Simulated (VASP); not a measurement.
# TiNiS2 (P-6m2) in VASP: further runs

The runs below take TiNiS2 through single point, relaxation of cell and atoms, with PBE.

Everything below comes from runs of VASP 6.6.1. Logs are shortened: lines on timing, memory, paths and dates and some standing lists are left out, and cuts for length are marked.

## (1) The cell of the first run

It takes space group P-6m2 (No. 187, hexagonal). The conventional cell has a = 3.320 Å, b = 3.320 Å, c = 6.041 Å, α = 90.00°, β = 90.00°, γ = 120.00°. Within 3.4 Å of Ti (site symmetry -6m2) lie 6 S at 2.45 Å and 2 Ni at 3.02 Å and 6 Ti at 3.32 Å. Within 3.4 Å of Ni (site symmetry -6m2) lie 6 S at 2.43 Å and 2 Ti at 3.02 Å and 6 Ni at 3.32 Å. S (site symmetry 3m) has 3 Ni at 2.43 Å and 3 Ti at 2.45 Å and 8 S at 3.00 to 3.32 Å within 3.4 Å.

## (2) Single point, PBE

The input, INCAR:

```
SYSTEM = TiNiS2
PREC = Accurate
ENCUT = 520
EDIFF = 1E-6
ISMEAR = 0
SIGMA = 0.1
LREAL = .FALSE.
LASPH = .TRUE.
NELM = 60
ALGO = Normal
ISIF = 2
LWAVE = .FALSE.
LCHARG = .FALSE.
GGA = PE
NBANDS = 25
```

The input, KPOINTS:

```
Automatic mesh
0
G
  18 18 8
  0 0 0
```

The input, POSCAR:

```
TiNiS2
1.0
    3.3200534272      0.0000000000      0.0000000000
   -1.6600267136      2.8752506099      0.0000000000
    0.0000000000      0.0000000000      6.0406577993
Ti Ni S
1 1 2
Direct
    0.6666666667      0.3333333333      0.0000000000
    0.6666666667      0.3333333333      0.5000000000
    0.0000000000      0.0000000000      0.2516766120
    0.0000000000      0.0000000000      0.7483233880
```

Potentials or basis: VASP PAW PBE potentials, release 64 (Ti_sv, Ni, S).

Launch:

```console
$ cat potpaw_PBE.64/Ti_sv/POTCAR potpaw_PBE.64/Ni/POTCAR potpaw_PBE.64/S/POTCAR > POTCAR
$ mpirun -np 1 vasp_std > vasp.out
```

OUTCAR:

```text
SYSTEM = TiNiS2
   PREC = Accurate
   ENCUT = 520
   EDIFF = 1E-6
   ISMEAR = 0
   LREAL = .FALSE.
   LASPH = .TRUE.
   NELM = 60
   ISIF = 2
   GGA = PE

 ion  position               nearest neighbor table
   1  0.667  0.333  0.000-   3 2.45   4 2.45   3 2.45   4 2.45   3 2.45   4 2.45
   2  0.667  0.333  0.500-   3 2.43   4 2.43   3 2.43   4 2.43   3 2.43   4 2.43
   3  0.000  0.000  0.252-   2 2.43   2 2.43   2 2.43   1 2.45   1 2.45   1 2.45
   4  0.000  0.000  0.748-   2 2.43   2 2.43   2 2.43   1 2.45   1 2.45   1 2.45

  LATTYP: Found a hexagonal cell.
 ALAT       =     3.3200534272
 C/A-ratio  =     1.8194459613

  Lattice vectors:

 A1 = (   3.3200534272,   0.0000000000,   0.0000000000)
 A2 = (  -1.6600267136,   2.8752506099,   0.0000000000)
 A3 = (   0.0000000000,   0.0000000000,   6.0406577993)

Analysis of symmetry for initial positions (statically):
=====================================================================
 Subroutine PRICEL returns:
 Original cell was already a primitive cell.

 Routine SETGRP: Setting up the symmetry group for a
 hexagonal supercell.

 Subroutine GETGRP returns: Found 12 space group operations
 (whereof 12 operations were pure point group operations)
 out of a pool of 24 trial point group operations.

The static configuration has the point symmetry D_3h.

Analysis of symmetry for dynamics (positions and initial velocities):
=====================================================================
 Subroutine PRICEL returns:
 Original cell was already a primitive cell.

 Routine SETGRP: Setting up the symmetry group for a
 hexagonal supercell.

 Subroutine GETGRP returns: Found 12 space group operations
 (whereof 12 operations were pure point group operations)
 out of a pool of 24 trial point group operations.

The dynamic configuration has the point symmetry D_3h.

 Subroutine INISYM returns: Found 12 space group operations
 (whereof 12 operations are pure point group operations),
 and found     1 'primitive' translations

----------------------------------------------------------------------------------------

                                     Primitive cell

  volume of cell :      57.6640

  direct lattice vectors                    reciprocal lattice vectors
     3.320053427  0.000000000  0.000000000     0.301199972  0.173897885  0.000000000
    -1.660026714  2.875250610  0.000000000     0.000000000  0.347795770  0.000000000
     0.000000000  0.000000000  6.040657799     0.000000000  0.000000000  0.165544885

  length of vectors
     3.320053427  3.320053427  6.040657799     0.347795770  0.347795770  0.165544885

  position of ions in fractional coordinates (direct lattice)
     0.666666667  0.333333333  0.000000000
     0.666666667  0.333333333  0.500000000
     0.000000000  0.000000000  0.251676612
     0.000000000  0.000000000  0.748323388

  ion indices of the primitive-cell ions
   primitive index   ion index
                 1           1
                 2           2
                 3           3
                 4           4

----------------------------------------------------------------------------------------

 KPOINTS: Automatic mesh

Automatic generation of k-mesh.
 Grid dimensions read from file:
 generate k-points for:   18   18    8

 Generating k-lattice:

  Cartesian coordinates                     Fractional coordinates (reciprocal lattice)
     0.016733332  0.009660994  0.000000000     0.055555556  0.000000000  0.000000000
     0.000000000  0.019321987  0.000000000     0.000000000  0.055555556  0.000000000
     0.000000000  0.000000000  0.020693111     0.000000000  0.000000000  0.125000000

  Length of vectors
     0.019321987  0.019321987  0.020693111

  Shift w.r.t. Gamma in fractional coordinates (k-lattice)
     0.000000000  0.000000000  0.000000000

 Subroutine IBZKPT returns following result:
 ===========================================

 Found    185 irreducible k-points:

 Following reciprocal coordinates:
            Coordinates               Weight
  0.000000  0.000000  0.000000      1.000000
  0.055556  0.000000  0.000000      6.000000
  0.111111  0.000000  0.000000      6.000000
  0.166667  0.000000  0.000000      6.000000
  0.222222  0.000000  0.000000      6.000000
  0.277778  0.000000  0.000000      6.000000
[... 16 lines left out ...]
  0.333333  0.111111  0.000000     12.000000
  0.388889  0.111111  0.000000     12.000000
 [... further k-points ...]
   k-points           NKPTS =    185   k-points in BZ     NKDIM =    185   number of bands    NBANDS=     25
   number of dos      NEDOS =    301   number of ions     NIONS =      4
   total plane-waves  NPLWV =  37632
   dimension x,y,z NGX =    28 NGY =   28 NGZ =   48
   dimension x,y,z NGXF=    56 NGYF=   56 NGZF=   96
   ions per type =               1   1   2
   NGX,Y,Z   is equivalent  to a cutoff of  14.02, 14.02, 13.21 a.u.
   NGXF,Y,Z  is equivalent  to a cutoff of  28.04, 28.04, 26.42 a.u.
 SYSTEM =  TiNiS2
   PREC   = accura    normal or accurate (medium, high low for compatibility)
   ISTART =      0    job   : 0-new  1-cont  2-samecut
   ICHARG =      2    charge: 1-file 2-atom 10-const
   ISPIN  =      1    spin polarized calculation?
   LNONCOLLINEAR =      F non collinear calculations
   LSORBIT =      F    spin-orbit coupling
   LASPH  =      T    aspherical Exc in radial PAW
   ENCUT  =  520.0 eV  38.22 Ry    6.18 a.u.   6.17  6.17 11.23*2*pi/ulx,y,z
   NELM   =     60;   NELMIN=  2; NELMDL= -5     # of ELM steps
   EDIFF  = 0.1E-05   stopping-criterion for ELM
   LREAL  =      F    real-space projection
[... 7 lines left out ...]
   TEBEG  =    0.0;   TEEND  =   0.0 temperature during run
   PSTRESS=    0.0 pullay stress
   NELECT =      34.0000    total number of electrons
   NUPDOWN=      -1.0000    fix difference up-down
   EMIN   =  10.00;   EMAX   =-10.00  energy-range for DOS
   EFERMI =   0.00;   METHOD = LEGACY
   ISMEAR =     0;   SIGMA  =   0.10  broadening in eV -4-tet -1-fermi 0-gaus
   EFERMI_NEDOS =   21; number of points for ismear=-14 and -15
   IALGO  =     38    algorithm
   IMIX   =      4    mixing-type and parameters
     AMIX     =   0.40;   BMIX     =  1.00
     AMIX_MAG =   1.60;   BMIX_MAG =  1.00
  volume/ion in A,a.u.               =      14.42        97.28
  Fermi-wavevector in a.u.,A,eV,Ry     =   1.372775  2.594169 25.640344  1.884512
  Thomas-Fermi vector in A             =   2.498352
   LORBIT       =      0    0 simple, 1 ext, 2 COOP (PROOUT), +10 PAW based schemes
   GGA     = PE    functional components
   LHFCALC =     F    Hartree Fock is set to
   AEXX    =    0.0000 exact exchange contribution
   IVDW    =     0    specifies the selected vdW correction
   LEPSILON=     F    determine dielectric tensor
   LRPA    =     F    only Hartree local field effects (RPA)
 non-spin polarized calculation
 Gauss-broadening in eV      SIGMA  =   0.10
  energy-cutoff  :      520.00
  volume of cell :       57.66
 maximum number of plane-waves:      1582
 NGX is ok and might be reduce to    28
   NGX = 13   NGY = 13   NGZ = 23

 number of electron      33.9999996 magnetization

 Free energy of the ion-electron system (eV)
  ---------------------------------------------------
  ext. energy  EPLUGINS =         0.00000000
  ---------------------------------------------------
  free energy    TOTEN  =       -24.80123540 eV

  energy without entropy =      -24.78970354  energy(sigma->0) =      -24.79546947

 E-fermi :   8.9750     XC(G=0): -11.6456

 val. band max:        8.9733551232   @ k =   0.1667   0.1667   0.1250
 cond. band min:       8.9809516146   @ k =   0.3333   0.2778   0.0000
 fundamental gap:      0.0075964913
 Fermi energy:         8.9749572024

 k-point     1 :       0.0000    0.0000    0.0000
  band No.  band energies     occupation
      1     -48.3314      2.00000
      2     -24.7294      2.00000
      3     -24.4927      2.00000
      4     -24.4927      2.00000
      5      -6.6114      2.00000
      6      -4.8378      2.00000
[... 17 lines left out ...]
     24      15.5545      0.00000
     25      16.3394      0.00000

 k-point     2 :       0.0556    0.0000    0.0000
  band No.  band energies     occupation
      1     -48.3309      2.00000
      2     -24.7283      2.00000
      3     -24.4981      2.00000
      4     -24.4939      2.00000
      5      -6.5739      2.00000
      6      -4.8169      2.00000
[... 17 lines left out ...]
     24      15.7522      0.00000
     25      16.2696      0.00000

 k-point     3 :       0.1111    0.0000    0.0000
  band No.  band energies     occupation
      1     -48.3294      2.00000
      2     -24.7252      2.00000
      3     -24.5133      2.00000
      4     -24.4974      2.00000
      5      -6.4636      2.00000
      6      -4.7556      2.00000
[... 17 lines left out ...]
     24      16.1663      0.00000
     25      16.2348      0.00000

 k-point     4 :       0.1667    0.0000    0.0000
  band No.  band energies     occupation
      1     -48.3271      2.00000
      2     -24.7204      2.00000
      3     -24.5365      2.00000
      4     -24.5026      2.00000
      5      -6.2869      2.00000
      6      -4.6578      2.00000
[... 17 lines left out ...]
     24      16.1176      0.00000
     25      16.5401      0.00000

 k-point     5 :       0.2222    0.0000    0.0000
  band No.  band energies     occupation
      1     -48.3242      2.00000
      2     -24.7144      2.00000
      3     -24.5648      2.00000
      4     -24.5090      2.00000
      5      -6.0556      2.00000
      6      -4.5309      2.00000
[... 17 lines left out ...]
     24      15.4940      0.00000
     25      16.5938      0.00000

 k-point     6 :       0.2778    0.0000    0.0000
  band No.  band energies     occupation
      1     -48.3212      2.00000
      2     -24.7081      2.00000
      3     -24.5949      2.00000
      4     -24.5159      2.00000
      5      -5.7880      2.00000
      6      -4.3858      2.00000
[... 17 lines left out ...]
     24      14.6625      0.00000
     25      16.1650      0.00000
[... 393 lines left out ...]
 k-point    21 :       0.2222    0.1111    0.0000
  band No.  band energies     occupation
      1     -48.3203      2.00000
      2     -24.7062      2.00000
      3     -24.5981      2.00000
      4     -24.5239      2.00000
      5      -5.7036      2.00000
      6      -4.3389      2.00000
[... 17 lines left out ...]
     24      14.9817      0.00000
     25      16.4068      0.00000

 k-point    22 :       0.2778    0.1111    0.0000
  band No.  band energies     occupation
      1     -48.3176      2.00000
      2     -24.7006      2.00000
      3     -24.6224      2.00000
      4     -24.5321      2.00000
      5      -5.4379      2.00000
      6      -4.1970      2.00000
[... 17 lines left out ...]
     24      14.7319      0.00000
     25      16.0150      0.00000

 k-point    23 :       0.3333    0.1111    0.0000
  band No.  band energies     occupation
      1     -48.3154      2.00000
      2     -24.6960      2.00000
      3     -24.6420      2.00000
      4     -24.5387      2.00000
      5      -5.1997      2.00000
      6      -4.0725      2.00000
[... 17 lines left out ...]
     24      14.5928      0.00000
     25      15.6400      0.00000

 k-point    24 :       0.3889    0.1111    0.0000
  band No.  band energies     occupation
      1     -48.3140      2.00000
      2     -24.6931      2.00000
      3     -24.6548      2.00000
      4     -24.5431      2.00000
      5      -5.0311      2.00000
      6      -3.9863      2.00000
[... 17 lines left out ...]
     24      14.5141      0.00000
     25      15.3595      0.00000

 [... further k-points ...]

------------------------ aborting loop because EDIFF is reached ----------------------------------------

  FORCE on cell =-STRESS in cart. coord.  units (eV):
  Direction    XX          YY          ZZ          XY          YZ          ZX
  --------------------------------------------------------------------------------------
  -------------------------------------------------------------------------------------
  Total        0.0130902      0.0130902      0.0472606      0.0000000      0.0000000      0.0000000
  in kB        0.3637084      0.3637084      1.3131214      0.0000000      0.0000000      0.0000000
  external PRESSURE =       0.6801794 kB  Pullay stress =       0.0000000 kB

 VOLUME and BASIS-vectors are now :
 -----------------------------------------------------------------------------
  energy-cutoff  :      520.00
  volume of cell :       57.66
      direct lattice vectors                 reciprocal lattice vectors
     3.320053427  0.000000000  0.000000000     0.301199972  0.173897885  0.000000000
    -1.660026714  2.875250610  0.000000000     0.000000000  0.347795770  0.000000000
     0.000000000  0.000000000  6.040657799     0.000000000  0.000000000  0.165544885

 POSITION                                       TOTAL-FORCE (eV/Angst)
 -----------------------------------------------------------------------------------
      1.66003      0.95842      0.00000        -0.000000     -0.000000      0.000000
      1.66003      0.95842      3.02033         0.000000      0.000000      0.000000
      0.00000      0.00000      1.52029        -0.000000      0.000000     -0.000877
      0.00000      0.00000      4.52037        -0.000000      0.000000      0.000877
 -----------------------------------------------------------------------------------
    total drift:                                0.000000     -0.000000      0.000000

  FREE ENERGIE OF THE ION-ELECTRON SYSTEM (eV)
  ---------------------------------------------------
  free  energy   TOTEN  =       -24.8012353955 eV

  energy  without entropy=      -24.7897035443  energy(sigma->0) =      -24.79546947
```

Wall time 2.5 min (1 thread of Intel Xeon 6975P-C (Granite Rapids), shared host); peak memory 0.39 GiB.

Results:

| Item | Value |
| --- | --- |
| Free energy | -24.8012 eV |
| Pressure | 0.1 GPa |
| Band gap on the k mesh | zero (bands 17 and 18 overlap by 0.07 eV) |

Stress tensor (GPa, compression positive):
```
0.04 0.00 0.00
0.00 0.04 0.00
0.00 0.00 0.13
```

Levels at points of the mesh, in eV from the Fermi level:
```
           k point  band 15  band 16  band 17  band 18  band 19  band 20
(0.00, 0.00, 0.00)    -1.20    -0.61    -0.61     0.72     1.86     1.86
(0.50, 0.00, 0.00)    -0.91    -0.81    -0.78     0.32     1.88     1.97
(0.00, 0.00, 0.50)    -1.40    -0.88    -0.88     0.79     2.07     2.07
(0.50, 0.00, 0.50)    -0.98    -0.92    -0.22     0.05     1.68     2.04
```

Caveat: the run has no spin polarisation, though such a crystal can be magnetic.

(Continued in part 2 of 2.)
